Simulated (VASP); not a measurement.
Runs of VASP 6.6.1 on Hf. The structure is that of space group Fd-3m (No. 227), or close to it. The cells are those of the table. 

```csv
cell,gap on the mesh (eV),pressure (GPa)
"a = 4.629 Å, angles 60.0°, 2 atoms",none,-0.2
"a = 4.010 Å, angles 60.0°, 2 atoms",none,(a)
"a = 3.547 Å, angles 60.0°, 2 atoms",none,115.3
"a = 3.410 Å, angles 60.0°, 2 atoms",none,(b)
"a = 4.385 Å, angles 60.0°, 2 atoms",none,5.4
```

Alike in all rows: task single point; level PBE; potentials or basis VASP PAW PBE potentials, release 64 (Hf_pv); no spin polarisation; k mesh 12 × 12 × 12; cutoff (eV) 520; smearing fermi-dirac 0.1 eV.

**Question.** Estimate the missing entries.

**Answer.** (a) 24.7; (b) 175.6.

Caveats: spin-orbit coupling is left out, which moves the levels of the heavy elements.

A k mesh can miss the band edges, and the runs leave out spin-orbit coupling on Hf.

A gap of «none» marks levels without a gap at the run's occupations.
